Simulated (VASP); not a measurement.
# CsZnI3 (Pm-3m) in VASP: a series of runs

CsZnI3 is run at these levels: PBEsol, HSE06; tasks: single point.

Everything below comes from runs of VASP 6.6.1. Logs are shortened: lines on timing, memory, paths and dates and some standing lists are left out, and cuts for length are marked.

### Step 1. The cell of the first run

The structure is cubic, space group Pm-3m (No. 221). Conventional cell: a = 5.763 Å, b = 5.763 Å, c = 5.763 Å, α = 90.00°, β = 90.00°, γ = 90.00°. Within 5.3 Å of Cs (site symmetry m-3m) lie 12 I at 4.08 Å and 8 Zn at 4.99 Å. Zn (site symmetry m-3m) has 6 I at 2.88 Å within 3.8 Å. I (site symmetry 4/mmm) has 2 Zn at 2.88 Å within 3.8 Å.

### Step 2. Single point, PBEsol

INCAR reads:

```
PREC = Accurate ; ENCUT = 520
EDIFF = 1E-7 ; ISMEAR = -1
SIGMA = 0.02 ; LREAL = F
LASPH = T ; NELM = 80
ALGO = Normal ; ISIF = 2
LWAVE = F ; LCHARG = F
GGA = PS ; NBANDS = 29
```

KPOINTS reads:

```
Automatic mesh
0
Gamma
  4 4 4
```

POSCAR reads:

```
CsZnI3
1.0
    5.7629927338      0.0000000000      0.0000000000
    0.0000000000      5.7629927338      0.0000000000
    0.0000000000      0.0000000000      5.7629927338
Cs Zn I
1 1 3
Direct
    0.0000000000      0.0000000000      0.0000000000
    0.5000000000      0.5000000000      0.5000000000
    0.5000000000      0.5000000000      0.0000000000
    0.5000000000      0.0000000000      0.5000000000
    0.0000000000      0.5000000000      0.5000000000
```

Potentials or basis: VASP PAW PBE potentials, release 64 (Cs_sv, Zn, I).

The run is started by

```bash
$ cat potpaw_PBE.64/Cs_sv/POTCAR potpaw_PBE.64/Zn/POTCAR potpaw_PBE.64/I/POTCAR > POTCAR
$ mpirun -np 1 vasp_std > vasp.out
```

OUTCAR:

```text
PREC = Accurate
   ENCUT = 520
   EDIFF = 1E-7
   ISMEAR = -1
   LREAL = F
   LASPH = T
   NELM = 80
   ISIF = 2
   GGA = PS

 ion  position               nearest neighbor table
   1  0.000  0.000  0.000-
   2  0.500  0.500  0.500-   3 2.88   4 2.88   5 2.88   3 2.88   4 2.88   5 2.88
   3  0.500  0.500  0.000-   2 2.88   2 2.88
   4  0.500  0.000  0.500-   2 2.88   2 2.88
   5  0.000  0.500  0.500-   2 2.88   2 2.88

  LATTYP: Found a simple cubic cell.
 ALAT       =     5.7629927338

  Lattice vectors:

 A1 = (   5.7629927338,   0.0000000000,   0.0000000000)
 A2 = (   0.0000000000,   5.7629927338,   0.0000000000)
 A3 = (   0.0000000000,   0.0000000000,   5.7629927338)

Analysis of symmetry for initial positions (statically):
=====================================================================
 Subroutine PRICEL returns:
 Original cell was already a primitive cell.

 Routine SETGRP: Setting up the symmetry group for a
 simple cubic supercell.

 Subroutine GETGRP returns: Found 48 space group operations
 (whereof 48 operations were pure point group operations)
 out of a pool of 48 trial point group operations.

The static configuration has the point symmetry O_h .

Analysis of symmetry for dynamics (positions and initial velocities):
=====================================================================
 Subroutine PRICEL returns:
 Original cell was already a primitive cell.

 Routine SETGRP: Setting up the symmetry group for a
 simple cubic supercell.

 Subroutine GETGRP returns: Found 48 space group operations
 (whereof 48 operations were pure point group operations)
 out of a pool of 48 trial point group operations.

The dynamic configuration has the point symmetry O_h .

 Subroutine INISYM returns: Found 48 space group operations
 (whereof 48 operations are pure point group operations),
 and found     1 'primitive' translations

----------------------------------------------------------------------------------------

                                     Primitive cell

  volume of cell :     191.4010

  direct lattice vectors                    reciprocal lattice vectors
     5.762992734  0.000000000  0.000000000     0.173520955  0.000000000  0.000000000
     0.000000000  5.762992734  0.000000000     0.000000000  0.173520955  0.000000000
     0.000000000  0.000000000  5.762992734     0.000000000  0.000000000  0.173520955

  length of vectors
     5.762992734  5.762992734  5.762992734     0.173520955  0.173520955  0.173520955
[... 72 lines left out ...]
   EDIFF  = 0.1E-06   stopping-criterion for ELM
   LREAL  =      F    real-space projection
   EDIFFG = 0.1E-05   stopping-criterion for IOM
   NSW    =      0    number of steps for IOM
   IBRION =     -1    ionic relax: 0-MD 1-quasi-New 2-CG
   NFREE  =      0    steps in history (QN), initial steepest desc. (CG)
   ISIF   =      2    stress and relaxation
   ISYM   =      2    0-nonsym 1-usesym 2-fastsym
   POTIM  = 0.5000    time-step for ionic-motion
   TEBEG  =    0.0;   TEEND  =   0.0 temperature during run
   PSTRESS=    0.0 pullay stress
   NELECT =      42.0000    total number of electrons
   NUPDOWN=      -1.0000    fix difference up-down
   EMIN   =  10.00;   EMAX   =-10.00  energy-range for DOS
   EFERMI =   0.00;   METHOD = LEGACY
   ISMEAR =    -1;   SIGMA  =   0.02  broadening in eV -4-tet -1-fermi 0-gaus
   EFERMI_NEDOS =   21; number of points for ismear=-14 and -15
   IALGO  =     38    algorithm
   IMIX   =      4    mixing-type and parameters
     AMIX     =   0.40;   BMIX     =  1.00
     AMIX_MAG =   1.60;   BMIX_MAG =  1.00
  volume/ion in A,a.u.               =      38.28       258.33
  Fermi-wavevector in a.u.,A,eV,Ry     =   0.987438  1.865987 13.266141  0.975034
  Thomas-Fermi vector in A             =   2.118892
   LORBIT       =      0    0 simple, 1 ext, 2 COOP (PROOUT), +10 PAW based schemes
   GGA     = PS    functional components
   LHFCALC =     F    Hartree Fock is set to
   AEXX    =    0.0000 exact exchange contribution
   IVDW    =     0    specifies the selected vdW correction
   LEPSILON=     F    determine dielectric tensor
   LRPA    =     F    only Hartree local field effects (RPA)
 non-spin polarized calculation
  energy-cutoff  :      520.00
  volume of cell :      191.40
 maximum number of plane-waves:      5232
 NGX is ok and might be reduce to    48
   NGX = 21   NGY = 21   NGZ = 21

 number of electron      41.9999993 magnetization

 Free energy of the ion-electron system (eV)
  ---------------------------------------------------
  ext. energy  EPLUGINS =         0.00000000
  ---------------------------------------------------
  free energy    TOTEN  =       -12.06007515 eV

  energy without entropy =      -12.05802096  energy(sigma->0) =      -12.05904805

 E-fermi :   1.8480     XC(G=0):  -8.4745

 val. band max:        1.8142279146   @ k =   0.5000   0.5000   0.5000
 cond. band min:       2.4629790839   @ k =   0.2500   0.0000   0.0000
 fundamental gap:      0.6487511693
 Fermi energy:         1.8479529746

 k-point     1 :       0.0000    0.0000    0.0000
  band No.  band energies     occupation
      1     -18.5878      2.00000
      2     -10.3266      2.00000
      3      -9.4510      2.00000
      4      -9.4510      2.00000
      5      -5.4374      2.00000
      6      -5.4374      2.00000
[... 309 lines left out ...]
     28       7.7175      0.00000
     29       7.7175      0.00000

------------------------ aborting loop because EDIFF is reached ----------------------------------------

  FORCE on cell =-STRESS in cart. coord.  units (eV):
  Direction    XX          YY          ZZ          XY          YZ          ZX
  --------------------------------------------------------------------------------------
  -------------------------------------------------------------------------------------
  Total       -1.2473037     -1.2473037     -1.2473037      0.0000000      0.0000000     -0.0000000
  in kB      -10.4409153    -10.4409153    -10.4409153      0.0000000      0.0000000     -0.0000000
  external PRESSURE =     -10.4409153 kB  Pullay stress =       0.0000000 kB

 VOLUME and BASIS-vectors are now :
 -----------------------------------------------------------------------------
  energy-cutoff  :      520.00
  volume of cell :      191.40
      direct lattice vectors                 reciprocal lattice vectors
     5.762992734  0.000000000  0.000000000     0.173520955  0.000000000  0.000000000
     0.000000000  5.762992734  0.000000000     0.000000000  0.173520955  0.000000000
     0.000000000  0.000000000  5.762992734     0.000000000  0.000000000  0.173520955

 POSITION                                       TOTAL-FORCE (eV/Angst)
 -----------------------------------------------------------------------------------
      0.00000      0.00000      0.00000         0.000000      0.000000      0.000000
      2.88150      2.88150      2.88150         0.000000      0.000000      0.000000
      2.88150      2.88150      0.00000         0.000000      0.000000      0.000000
      2.88150      0.00000      2.88150         0.000000      0.000000      0.000000
      0.00000      2.88150      2.88150         0.000000      0.000000      0.000000
 -----------------------------------------------------------------------------------
    total drift:                                0.000000     -0.000000     -0.000000

  FREE ENERGIE OF THE ION-ELECTRON SYSTEM (eV)
  ---------------------------------------------------
  free  energy   TOTEN  =       -12.0600751504 eV

  energy  without entropy=      -12.0580209577  energy(sigma->0) =      -12.05904805
```

OSZICAR:

```text
N       E                     dE             d eps       ncg     rms          rms(c)
DAV:   1     0.281052716409E+03    0.28105E+03   -0.17081E+04   580   0.129E+03
DAV:   2     0.174826388800E+02   -0.26357E+03   -0.25413E+03   687   0.253E+02
DAV:   3    -0.119581350235E+02   -0.29441E+02   -0.29328E+02   671   0.917E+01
DAV:   4    -0.126794297316E+02   -0.72129E+00   -0.72086E+00   726   0.157E+01
DAV:   5    -0.126969241969E+02   -0.17494E-01   -0.17494E-01   780   0.224E+00    0.508E+00
DAV:   6    -0.121168932283E+02    0.58003E+00   -0.13837E+00   664   0.222E+01    0.414E+00
DAV:   7    -0.120613993832E+02    0.55494E-01   -0.60596E-01   684   0.378E+00    0.170E+00
DAV:   8    -0.120599620443E+02    0.14373E-02   -0.25940E-02   722   0.102E+00    0.536E-01
DAV:   9    -0.120600822626E+02   -0.12022E-03   -0.34933E-03   684   0.652E-01    0.532E-02
DAV:  10    -0.120600448026E+02    0.37460E-04   -0.58462E-04   661   0.236E-01    0.300E-02
DAV:  11    -0.120600707945E+02   -0.25992E-04   -0.11648E-04   695   0.808E-02    0.153E-02
DAV:  12    -0.120600758911E+02   -0.50965E-05   -0.35870E-05   690   0.624E-02    0.721E-03
DAV:  13    -0.120600752786E+02    0.61254E-06   -0.23586E-06   694   0.168E-02    0.179E-03
DAV:  14    -0.120600751340E+02    0.14451E-06   -0.66441E-07   642   0.567E-03    0.634E-04
DAV:  15    -0.120600751504E+02   -0.16327E-07   -0.11814E-07   554   0.278E-03
   1 F= -.12060075E+02 E0= -.12059048E+02  d E =-.205419E-02
```

Wall time 58 s (1 thread of Intel Xeon Platinum 8375C at 2.90GHz (Ice Lake), shared host); peak memory 0.34 GiB.

What came out:

```yaml
Free_energy: -12.0601 eV
Pressure: -1.0 GPa
Band_gap_on_the_k_mesh: zero (bands 21 and 22 overlap by 0.42 eV)
```

Levels at points of the mesh, in eV from the Fermi level:
```
           k point  band 19  band 20  band 21  band 22  band 23  band 24
(0.00, 0.00, 0.00)    -0.93    -0.45    -0.45    -0.45     3.96     4.32
(0.50, 0.00, 0.00)    -1.21    -0.75    -0.75     2.11     4.64     5.66
(0.50, 0.50, 0.00)    -1.31    -0.42    -0.07     3.40     4.48     4.48
(0.50, 0.50, 0.50)    -0.03    -0.03    -0.03     3.80     3.80     3.80
```

Caveat: semilocal functionals underestimate gaps, and a narrow one can read as zero; the PAW data sets were made with another functional, which shifts forces and pressure a little; spin-orbit coupling is left out, which moves the levels of the heavy elements.

### Step 3. Single point, HSE06

POSCAR is that of step 2.

INCAR.step1 reads:

```
PREC     = Accurate       # precision mode
ENCUT    = 520            # plane-wave cutoff, eV
EDIFF    = 1E-5           # SCF threshold, eV
ISMEAR   = -1             # smearing method
SIGMA    = 0.02           # smearing width, eV
LREAL    = False          # projectors in reciprocal space
LASPH    = True           # aspherical terms in the spheres
NELM     = 80             # most SCF steps
ALGO     = Normal         # electronic algorithm
ISIF     = 2              # what is computed and relaxed
LWAVE    = True           # write WAVECAR
GGA      = PE             # functional
NBANDS   = 29             # bands
```

INCAR.step2 reads:

```
PREC     = Accurate       # precision mode
ENCUT    = 520            # plane-wave cutoff, eV
EDIFF    = 1E-6           # SCF threshold, eV
ISMEAR   = -1             # smearing method
SIGMA    = 0.02           # smearing width, eV
LREAL    = False          # projectors in reciprocal space
LASPH    = True           # aspherical terms in the spheres
NELM     = 80             # most SCF steps
ALGO     = Normal         # electronic algorithm
ISIF     = 2              # what is computed and relaxed
LWAVE    = False          # write WAVECAR
LCHARG   = True           # write CHGCAR
GGA      = PE             # functional
LHFCALC  = True           # exact exchange
HFSCREEN = 0.2079         # screening, 1/A
PRECFOCK = Fast         
LELF     = True           # ELF
LVHAR    = True         
ISTART   = 1            
NBANDS   = 29             # bands
```

KPOINTS reads:

```
regular mesh
0
Gamma
  2 2 2
```

Potentials or basis: VASP PAW PBE potentials, release 64 (Cs_sv, Zn, I).

The run is started by

```bash
$ cat potpaw_PBE.64/Cs_sv/POTCAR potpaw_PBE.64/Zn/POTCAR potpaw_PBE.64/I/POTCAR > POTCAR
$ cp INCAR.step1 INCAR
$ mpirun -np 1 vasp_std > vasp.out
$ cp INCAR.step2 INCAR
$ mpirun -np 1 vasp_std > vasp.out
```

Wall time 4 min (1 thread of Intel Xeon Platinum 8375C at 2.90GHz (Ice Lake), shared host); peak memory 0.43 GiB.

Results (log left out):

| Property | Result |
| --- | --- |
| Free energy | -13.1167 eV |
| Pressure | 0.5 GPa |
| Band gap on the k mesh | zero (bands 21 and 22 overlap by 0.04 eV) |

Levels at points of the mesh, in eV from the Fermi level:
| k point | band 19 | band 20 | band 21 | band 22 | band 23 | band 24 |
| --- | --- | --- | --- | --- | --- | --- |
| (0.00, 0.00, 0.00) | -0.43 | -0.43 | -0.43 | -0.06 | 5.09 | 5.35 |
| (0.50, 0.00, 0.00) | -1.30 | -0.76 | -0.76 | 3.17 | 5.85 | 6.77 |
| (0.50, 0.50, 0.00) | -1.38 | -0.32 | -0.06 | 4.69 | 5.74 | 5.74 |
| (0.50, 0.50, 0.50) | -0.03 | -0.02 | -0.01 | 5.01 | 5.01 | 5.01 |

Caveat: the k points lie up to 0.55 Å⁻¹ apart; the PAW data sets were made with another functional, which shifts forces and pressure a little; spin-orbit coupling is left out, which moves the levels of the heavy elements.

The gap in the log of VASP goes by the Fermi energy; the results here count the filled bands.